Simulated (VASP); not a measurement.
# BeCdF4 (P4/mmm) in VASP: notebook, part 2 of 2

VASP 6.6.1.

## (4) Single point, PBE, collinear spin

Input file INCAR:

```
SYSTEM = BeCdF4
PREC = Accurate ; ENCUT = 520
EDIFF = 1E-7 ; ISMEAR = 0
SIGMA = 0.1 ; LREAL = .False.
LASPH = .True. ; NELM = 150
ALGO = Normal ; ISIF = 2
LWAVE = .False. ; LCHARG = .True.
ISPIN = 2 ; MAGMOM = 0 0 1 1 1 1
LORBIT = 11 ; GGA = PE
LELF = .True. ; LVHAR = .True.
NBANDS = 34
```

Input file KPOINTS:

```
Automatic mesh
0
Gamma
  6 6 2
  0 0 0
```

Input file POSCAR:

```
BeCdF4
1.0
    2.9971781987      0.0000000000      0.0000000000
    0.0000000000      2.9971781987      0.0000000000
    0.0000000000      0.0000000000      9.2183429093
Be Cd F
1 1 4
Direct
    0.5000000000      0.5000000000      0.5000000000
    0.5000000000      0.5000000000      0.0000000000
    0.0000000000      0.0000000000      0.0000000000
    0.0000000000      0.0000000000      0.7503875704
    0.0000000000      0.0000000000      0.2496124296
    0.0000000000      0.0000000000      0.5000000000
```

Potentials or basis: VASP PAW PBE potentials, release 64 (Be, Cd, F).

Run with:

```
cat potpaw_PBE.64/Be/POTCAR potpaw_PBE.64/Cd/POTCAR potpaw_PBE.64/F/POTCAR > POTCAR
mpirun -np 1 vasp_std > vasp.out
```

OUTCAR:

```text
SYSTEM = BeCdF4
   PREC = Accurate
   ENCUT = 520
   EDIFF = 1E-7
   ISMEAR = 0
   LREAL = .False.
   LASPH = .True.
   NELM = 150
   ISIF = 2
   ISPIN = 2
   LORBIT = 11
   GGA = PE

 ion  position               nearest neighbor table
   1  0.500  0.500  0.500-   6 2.12   6 2.12   6 2.12   6 2.12
   2  0.500  0.500  0.000-   3 2.12   3 2.12   3 2.12   3 2.12
   3  0.000  0.000  0.000-   2 2.12   2 2.12   2 2.12   2 2.12
   4  0.000  0.000  0.750-
   5  0.000  0.000  0.250-
   6  0.000  0.000  0.500-   1 2.12   1 2.12   1 2.12   1 2.12

  LATTYP: Found a simple tetragonal cell.
 ALAT       =     2.9971781987
 C/A-ratio  =     3.0756739500

  Lattice vectors:

 A1 = (   2.9971781987,   0.0000000000,   0.0000000000)
 A2 = (   0.0000000000,   2.9971781987,   0.0000000000)
 A3 = (   0.0000000000,   0.0000000000,   9.2183429093)

Analysis of symmetry for initial positions (statically):
=====================================================================
 Subroutine PRICEL returns:
 Original cell was already a primitive cell.

 Routine SETGRP: Setting up the symmetry group for a
 simple tetragonal supercell.

 Subroutine GETGRP returns: Found 16 space group operations
 (whereof 16 operations were pure point group operations)
 out of a pool of 16 trial point group operations.

The static configuration has the point symmetry D_4h.

Analysis of symmetry for dynamics (positions and initial velocities):
=====================================================================
 Subroutine PRICEL returns:
 Original cell was already a primitive cell.

 Routine SETGRP: Setting up the symmetry group for a
 simple tetragonal supercell.

 Subroutine GETGRP returns: Found 16 space group operations
 (whereof 16 operations were pure point group operations)
 out of a pool of 16 trial point group operations.

The dynamic configuration has the point symmetry D_4h.
[... 171 lines left out ...]
 fundamental gap:      0.1584933287
 Fermi energy:         0.1366470092

 spin component 1

 k-point     1 :       0.0000    0.0000    0.0000
  band No.  band energies     occupation
      1     -25.0680      1.00000
      2     -24.5585      1.00000
      3     -19.3986      1.00000
      4     -19.3187      1.00000
      5      -8.9886      1.00000
      6      -7.7767      1.00000
[... 709 lines left out ...]
     32      13.7380      0.00000
     33      13.7380      0.00000
 Fermi energy:         0.1366470092

 spin component 2

 k-point     1 :       0.0000    0.0000    0.0000
  band No.  band energies     occupation
      1     -25.0680      1.00000
      2     -24.5585      1.00000
      3     -19.3987      1.00000
      4     -19.3187      1.00000
      5      -8.9886      1.00000
      6      -7.7767      1.00000
[... 709 lines left out ...]
     32      13.7380      0.00000
     33      13.7380      0.00000
 [bands above 33 left out]

------------------------ aborting loop because EDIFF is reached ----------------------------------------

  FORCE on cell =-STRESS in cart. coord.  units (eV):
  Direction    XX          YY          ZZ          XY          YZ          ZX
  --------------------------------------------------------------------------------------
  -------------------------------------------------------------------------------------
  Total        0.4362082      0.4362082     -0.1010470      0.0000000      0.0000000      0.0000000
  in kB        8.4396883      8.4396883     -1.9550411      0.0000000      0.0000000      0.0000000
  external PRESSURE =       4.9747785 kB  Pullay stress =       0.0000000 kB

 VOLUME and BASIS-vectors are now :
 -----------------------------------------------------------------------------
  energy-cutoff  :      520.00
  volume of cell :       82.81
      direct lattice vectors                 reciprocal lattice vectors
     2.997178199  0.000000000  0.000000000     0.333647162  0.000000000  0.000000000
     0.000000000  2.997178199  0.000000000     0.000000000  0.333647162  0.000000000
     0.000000000  0.000000000  9.218342909     0.000000000  0.000000000  0.108479367

 POSITION                                       TOTAL-FORCE (eV/Angst)
 -----------------------------------------------------------------------------------
      1.49859      1.49859      4.60917        -0.000000      0.000000      0.000000
      1.49859      1.49859      0.00000        -0.000000      0.000000      0.000000
      0.00000      0.00000      0.00000        -0.000000      0.000000      0.000000
      0.00000      0.00000      6.91733         0.000000     -0.000000     -0.005351
      0.00000      0.00000      2.30101         0.000000     -0.000000      0.005351
      0.00000      0.00000      4.60917        -0.000000      0.000000      0.000000
 -----------------------------------------------------------------------------------
    total drift:                                0.000000     -0.000000     -0.000000

  FREE ENERGIE OF THE ION-ELECTRON SYSTEM (eV)
  ---------------------------------------------------
  free  energy   TOTEN  =       -17.8490220956 eV

  energy  without entropy=      -17.8441061759  energy(sigma->0) =      -17.84656414

 total charge

# of ion       s       p       d       tot
------------------------------------------
    1        0.191   0.170   0.000   0.361
    2        0.283   0.218   9.696  10.198
    3        1.757   4.376   0.000   6.133
    4        1.743   4.255   0.000   5.998
    5        1.743   4.255   0.000   5.998
    6        1.749   4.275   0.000   6.024
--------------------------------------------------
tot          7.466  17.549   9.696  34.711

 magnetization (x)

# of ion       s       p       d       tot
------------------------------------------
    1        0.000   0.000   0.000   0.000
    2        0.000  -0.000   0.000   0.000
    3        0.000  -0.000   0.000  -0.000
    4        0.000  -0.000   0.000  -0.000
    5        0.000  -0.000   0.000  -0.000
    6        0.000  -0.000   0.000  -0.000
--------------------------------------------------
tot          0.000  -0.000   0.000  -0.000
```

Run time: 98 s. Hardware: 1 thread of Intel Xeon Platinum 8259CL at 2.50GHz (Skylake/Cascade Lake), shared host; peak memory 0.26 GiB.

Results:

* Free energy: -17.8490 eV
* Pressure: 0.5 GPa
* Largest force: 0.005 eV/Å
* Band gap on the k mesh: zero (filled and empty bands overlap)
* Net moment: 0.00 μB per cell
* Valence electrons inside the program's atomic spheres: Be 0.36; Cd 10.20; F 6.13, 6.00, 6.02 (each value once)

Forces in eV/Å, atoms in the order of the input:
```
Be   0.000  0.000  0.000
Cd   0.000  0.000  0.000
F    0.000  0.000  0.000
F    0.000  0.000 -0.005
F    0.000  0.000  0.005
F    0.000  0.000  0.000
```

Levels at points of the mesh, in eV from the Fermi level:
Spin up:
```tsv
k point	band 17	band 18	band 19	band 20	band 21	band 22	band 23	band 24	band 25	band 26
(0.00, 0.00, 0.00)	-0.92	-0.35	-0.28	-0.28	-0.25	-0.25	0.74	3.43	6.13	8.43
(0.50, 0.00, 0.00)	-1.58	-1.15	-0.18	-0.16	-0.13	2.74	3.52	3.97	4.95	5.77
(0.50, 0.50, 0.00)	-1.28	-1.23	-1.23	-0.83	-0.06	2.14	4.06	5.05	6.05	6.05
(0.00, 0.00, 0.50)	-1.63	-0.27	-0.27	-0.26	-0.26	0.09	0.42	3.78	5.59	8.43
(0.50, 0.00, 0.50)	-1.72	-0.66	-0.65	-0.14	-0.14	2.77	3.52	3.97	4.96	5.75
(0.50, 0.50, 0.50)	-1.28	-1.22	-1.22	-0.44	-0.42	2.15	3.96	5.21	6.05	6.05
```
Spin down:
```csv
k point,band 19,band 20,band 21,band 22,band 23,band 24
"(0.00, 0.00, 0.00)",-0.28,-0.28,-0.25,-0.25,0.74,3.43
"(0.50, 0.00, 0.00)",-0.18,-0.16,-0.13,2.74,3.52,3.97
"(0.50, 0.50, 0.00)",-1.23,-0.83,-0.06,2.14,4.06,5.05
"(0.00, 0.00, 0.50)",-0.27,-0.26,-0.26,0.09,0.42,3.78
"(0.50, 0.00, 0.50)",-0.65,-0.14,-0.14,2.77,3.52,3.97
"(0.50, 0.50, 0.50)",-1.22,-0.44,-0.42,2.15,3.96,5.21
```

Caveat: semilocal functionals underestimate gaps, and a narrow one can read as zero.

## (5) Relaxation of cell and atoms, PBE

Input file INCAR:

```
SYSTEM = BeCdF4
ALGO = Normal ; EDIFF = 1E-6
EDIFFG = -0.01 ; ENCUT = 600
GGA = PE ; IBRION = 2
ISIF = 3 ; ISMEAR = 0
LASPH = .True. ; LCHARG = .False.
LREAL = .False. ; LWAVE = .False.
NELM = 60 ; NSW = 100
PREC = Accurate ; SIGMA = 0.1
```

Input file KPOINTS:

```
k-points
0
Gamma
  12 12 4
  0 0 0
```

POSCAR is that of step 4.

Run with:

```
cat potpaw_PBE.64/Be/POTCAR potpaw_PBE.64/Cd/POTCAR potpaw_PBE.64/F/POTCAR > POTCAR
mpirun -np 1 vasp_std > vasp.out
```

Run time: 4.1 min. Hardware: 1 thread of Intel Xeon Platinum 8259CL at 2.50GHz (Skylake/Cascade Lake), shared host; peak memory 0.35 GiB.

The run converged. Its results:

- Free energy: -17.8592 eV
- Relaxed volume: 13.87 Å³/atom
- Relaxed cell: a = 3.006 Å, b = 3.006 Å, c = 9.211 Å, α = 90.00°, β = 90.00°, γ = 90.00°
- Space group after relaxing (to 0.1 Å): P4/mmm (No. 123)
- Energy gained by relaxing: 0.2 meV/atom
- Ionic steps: 3
- Pressure after relaxing: 0.0 GPa
- Band gap on the k mesh: zero (bands 21 and 22 overlap by 0.21 eV)

Step by step:
```tsv
step	energy change (eV)	largest force (eV/Å)	pressure (GPa)	volume (Å³)
1	0.0000	0.0003	0.49	82.81
2	-0.0012	0.0016	-0.10	83.31
3	-0.0013	0.0011	0.00	83.21
```

Final structure:
```cif
data_structure
_symmetry_space_group_name_H-M 'P 1'
_symmetry_Int_Tables_number 1
_cell_length_a 3.0056
_cell_length_b 3.0056
_cell_length_c 9.2110
_cell_angle_alpha 90.000
_cell_angle_beta 90.000
_cell_angle_gamma 90.000
_cell_volume 83.21
loop_
_atom_site_label
_atom_site_type_symbol
_atom_site_fract_x
_atom_site_fract_y
_atom_site_fract_z
_atom_site_occupancy
Be1 Be 0.50000 0.50000 0.50000 1
Cd1 Cd 0.50000 0.50000 0.00000 1
F1 F 0.00000 0.00000 0.00000 1
F2 F 0.00000 0.00000 0.75039 1
F3 F 0.00000 0.00000 0.24961 1
F4 F 0.00000 0.00000 0.50000 1
```

Levels at points of the mesh, in eV from the Fermi level:
| k point | band 18 | band 19 | band 20 | band 21 | band 22 | band 23 | band 24 | band 25 |
| --- | --- | --- | --- | --- | --- | --- | --- | --- |
| (0.00, 0.00, 0.00) | -0.31 | -0.26 | -0.26 | -0.24 | -0.24 | 0.77 | 3.47 | 6.16 |
| (0.50, 0.00, 0.00) | -1.12 | -0.14 | -0.14 | -0.11 | 2.79 | 3.54 | 4.03 | 4.94 |
| (0.50, 0.50, 0.00) | -1.20 | -1.20 | -0.80 | -0.03 | 2.18 | 4.06 | 5.09 | 6.08 |
| (0.00, 0.00, 0.50) | -0.25 | -0.25 | -0.24 | -0.24 | 0.13 | 0.45 | 3.82 | 5.62 |
| (0.50, 0.00, 0.50) | -0.62 | -0.62 | -0.13 | -0.13 | 2.83 | 3.54 | 4.03 | 4.96 |
| (0.50, 0.50, 0.50) | -1.19 | -1.19 | -0.41 | -0.39 | 2.19 | 3.96 | 5.25 | 6.08 |

Caveat: semilocal functionals underestimate gaps, and a narrow one can read as zero.

## (6) The runs side by side

```tsv
task	spin	cell	k mesh	cutoff (eV)	gap on the mesh (eV)	pressure (GPa)	moment (μB)	largest force (eV/Å)
single point	off	a = 2.998, b = 2.998, c = 9.222 Å, 6 atoms, atomic positions A	12 × 12 × 4	520	none	0.5	-	0.01
single point	collinear	a = 3.046, b = 3.046, c = 8.377 Å, 6 atoms, atomic positions B	6 × 6 × 2	520	none	16.9	0.82	5.76
single point	collinear	a = 2.997, b = 2.997, c = 9.218 Å, 6 atoms, atomic positions C	6 × 6 × 2	520	none	0.5	0.00	0.01
relaxation of cell and atoms	off	relaxed from a = 2.997, b = 2.997, c = 9.218 Å, 6 atoms, atomic positions C	12 × 12 × 4	600	none	0.0	-	-
```

Alike in all rows: level PBE; potentials or basis VASP PAW PBE potentials, release 64 (Be, Cd, F); smearing gaussian 0.1 eV.

Caveats: some runs use coarse meshes; semilocal functionals underestimate gaps, and a narrow one can read as zero (at least some runs); a moment this small can come from the mesh or the smearing (at least some runs); forces of over 1 eV/Å act on the atoms, so gaps and moduli don't describe the material at rest (at least some runs).

Total energies depend on the potentials used, so only differences within one code and one set of settings carry meaning.

The gap in the log of VASP goes by the Fermi energy; the results here count the filled bands.